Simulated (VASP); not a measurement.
# GaN (Cm) in VASP: further runs, part 2 of 2

VASP 6.6.1. The steps go on from the part before.

**4. Single point, r2SCAN**

Input file POSCAR:

```
GaN
1.0
    3.1799996605      0.0000000000      0.0000000000
   -1.5899998303      2.7539604900      0.0000000000
    0.0000000000      0.0000000000      5.1660000000
Ga N
2 2
Direct
    0.3333333333      0.6666666667      0.0000000000
    0.6666666667      0.3333333333      0.5000000000
    0.3149259608      0.6574629804      0.3611944706
    0.6482592941      0.3241296470      0.8611944706
```

Input file INCAR.step1:

```
PREC = Accurate
ENCUT = 520
ISMEAR = 0
SIGMA = 0.05
LREAL = F
LASPH = T
NELM = 60
NBANDS = 26
GGA = PE
ALGO = Normal
EDIFF = 1E-4
LWAVE = T
LCHARG = F
```

Input file INCAR.step2:

```
PREC = Accurate
ENCUT = 520
EDIFF = 1E-7
ISMEAR = 0
SIGMA = 0.05
LREAL = F
LASPH = T
NELM = 60
ALGO = Normal
ISIF = 2
LWAVE = F
LCHARG = F
METAGGA = R2SCAN
LMIXTAU = T
NBANDS = 26
ISTART = 1
```

Input file KPOINTS:

```
Automatic mesh
0
Gamma
  12 12 6
```

Potentials or basis: VASP PAW PBE potentials, release 64 (Ga_d, N).

The run is started by

```sh
cat potpaw_PBE.64/Ga_d/POTCAR potpaw_PBE.64/N/POTCAR > POTCAR
cp INCAR.step1 INCAR
mpirun -np 1 vasp_std > vasp.out
cp INCAR.step2 INCAR
mpirun -np 1 vasp_std > vasp.out
```

OUTCAR:

```text
PREC = Accurate
   ENCUT = 520
   EDIFF = 1E-7
   ISMEAR = 0
   LREAL = F
   LASPH = T
   NELM = 60
   ISIF = 2
   METAGGA = R2SCAN
   ISTART = 1

 ion  position               nearest neighbor table
   1  0.333  0.667  0.000-   3 1.87   4 1.95   4 1.95   4 2.02
   2  0.667  0.333  0.500-   4 1.87   3 1.92   3 2.00   3 2.00
   3  0.315  0.657  0.361-   1 1.87   2 1.92   2 2.00   2 2.00
   4  0.648  0.324  0.861-   2 1.87   1 1.95   1 1.95   1 2.02

  LATTYP: Found a hexagonal cell.
 ALAT       =     3.1799996605
 C/A-ratio  =     1.6245284753

  Lattice vectors:

 A1 = (   3.1799996605,   0.0000000000,   0.0000000000)
 A2 = (  -1.5899998303,   2.7539604900,   0.0000000000)
 A3 = (   0.0000000000,   0.0000000000,   5.1660000000)

Analysis of symmetry for initial positions (statically):
=====================================================================
 Subroutine PRICEL returns:
 Original cell was already a primitive cell.

 Routine SETGRP: Setting up the symmetry group for a
 hexagonal supercell.

 Subroutine GETGRP returns: Found  2 space group operations
 (whereof  2 operations were pure point group operations)
 out of a pool of 24 trial point group operations.

The static configuration has the point symmetry C_1h.

Analysis of symmetry for dynamics (positions and initial velocities):
=====================================================================
 Subroutine PRICEL returns:
 Original cell was already a primitive cell.

 Routine SETGRP: Setting up the symmetry group for a
 hexagonal supercell.

 Subroutine GETGRP returns: Found  2 space group operations
 (whereof  2 operations were pure point group operations)
 out of a pool of 24 trial point group operations.

The dynamic configuration has the point symmetry C_1h.

[... 117 lines left out ...]
   ISMEAR =     0;   SIGMA  =   0.05  broadening in eV -4-tet -1-fermi 0-gaus
   EFERMI_NEDOS =   21; number of points for ismear=-14 and -15
   IALGO  =     38    algorithm
   IMIX   =      4    mixing-type and parameters
     AMIX     =   0.40;   BMIX     =  1.00
     AMIX_MAG =   1.60;   BMIX_MAG =  1.00
  volume/ion in A,a.u.               =      11.31        76.33
  Fermi-wavevector in a.u.,A,eV,Ry     =   1.517036  2.866783 31.312431  2.301399
  Thomas-Fermi vector in A             =   2.626346
   LORBIT       =      0    0 simple, 1 ext, 2 COOP (PROOUT), +10 PAW based schemes
   METAGGA = R2SCAN    functional components
   LHFCALC =     F    Hartree Fock is set to
   AEXX    =    0.0000 exact exchange contribution
   IVDW    =     0    specifies the selected vdW correction
   LEPSILON=     F    determine dielectric tensor
   LRPA    =     F    only Hartree local field effects (RPA)
 non-spin polarized calculation
 Gauss-broadening in eV      SIGMA  =   0.05
  energy-cutoff  :      520.00
  volume of cell :       45.24
 maximum number of plane-waves:      1236
   NGX = 11   NGY = 11   NGZ = 19

 number of electron      35.9999998 magnetization

 Free energy of the ion-electron system (eV)
  ---------------------------------------------------
  ext. energy  EPLUGINS =         0.00000000
  ---------------------------------------------------
  free energy    TOTEN  =       -43.69129120 eV

  energy without entropy =      -43.69129120  energy(sigma->0) =      -43.69129120

 E-fermi :   5.5232     XC(G=0): -12.6950

 val. band max:        5.2552950078   @ k =   0.0000   0.0000   0.0000
 cond. band min:       7.5291946916   @ k =   0.0000   0.0000   0.0000
 fundamental gap:      2.2738996839
 Fermi energy:         5.5232199086

 k-point     1 :       0.0000    0.0000    0.0000
  band No.  band energies     occupation
      1     -11.7290      2.00000
      2     -10.6610      2.00000
      3      -8.7188      2.00000
      4      -8.6561      2.00000
      5      -8.6468      2.00000
      6      -8.5785      2.00000
[... 685 lines left out ...]
     25      17.7937      0.00000
     26      19.5306      0.00000

 [... further k-points ...]

------------------------ aborting loop because EDIFF is reached ----------------------------------------

  FORCE on cell =-STRESS in cart. coord.  units (eV):
  Direction    XX          YY          ZZ          XY          YZ          ZX
  --------------------------------------------------------------------------------------
  -------------------------------------------------------------------------------------
  Total       -0.2202046     -0.2648170      3.1758525      0.0386355     -0.3066612     -0.5311102
  in kB       -7.7982604     -9.3781506    112.4687121      1.3682251    -10.8600091    -18.8085818
  external PRESSURE =      31.7641004 kB  Pullay stress =       0.0000000 kB

 VOLUME and BASIS-vectors are now :
 -----------------------------------------------------------------------------
  energy-cutoff  :      520.00
  volume of cell :       45.24
      direct lattice vectors                 reciprocal lattice vectors
     3.179999661  0.000000000  0.000000000     0.314465442  0.181556708  0.000000000
    -1.589999830  2.753960490  0.000000000     0.000000000  0.363113416  0.000000000
     0.000000000  0.000000000  5.166000000     0.000000000  0.000000000  0.193573364

 POSITION                                       TOTAL-FORCE (eV/Angst)
 -----------------------------------------------------------------------------------
     -0.00000      1.83597      0.00000        -0.435140     -0.251228     -1.237764
      1.59000      0.91799      2.58300        -0.518601     -0.299415     -1.234000
     -0.04390      1.81063      1.86593         0.521156      0.300890      1.233785
      1.54610      0.89264      4.44893         0.432585      0.249753      1.237979
 -----------------------------------------------------------------------------------
    total drift:                               -0.003590     -0.002068      0.000705

  FREE ENERGIE OF THE ION-ELECTRON SYSTEM (eV)
  ---------------------------------------------------
  free  energy   TOTEN  =       -43.6912911957 eV

  energy  without entropy=      -43.6912911957  energy(sigma->0) =      -43.69129120
```

Run time: 15 min. Hardware: 1 thread of Oxide Virtual Turin-like, shared host; peak memory 0.31 GiB.

What came out:

- Free energy: -43.6913 eV
- Pressure: 3.2 GPa
- Largest force: 1.373 eV/Å
- Band gap on the k mesh: 2.27 eV

Forces in eV/Å, atoms in the order of the input:
```
Ga  -0.435 -0.251 -1.238
Ga  -0.519 -0.299 -1.234
N    0.521  0.301  1.234
N    0.433  0.250  1.238
```

Caveat: the cell differs from its parent crystal (all N atoms moved +0.087 Å, as atom 3 towards its neighbour atom 4 (N) at 3.169 Å); the stress differs along the axes, from -1 to 11 GPa; the PAW data sets were made with another functional, which shifts forces and pressure a little.

**5. Overview**

| cell | gap on the mesh (eV) | pressure (GPa) | largest force (eV/Å) |
| --- | --- | --- | --- |
| as given, atomic positions A | 2.26 | 3.5 | 1.57 |
| as given, atomic positions B | 2.32 | 2.7 | 0.92 |
| as given, atomic positions C | 2.27 | 3.2 | 1.37 |

Alike in all rows: task single point; level r2SCAN; potentials or basis VASP PAW PBE potentials, release 64 (Ga_d, N); no spin polarisation; k mesh 12 × 12 × 6; cutoff (eV) 520; smearing gaussian 0.05 eV.

Caveats: the PAW data sets were made with another functional, which shifts forces and pressure a little; the stress differs along the axes, from -1 to 13 GPa (at least some runs); the stress differs along the axes, from -1 to 11 GPa (at least some runs).

Absolute energies hang on the potentials; compare differences alone.
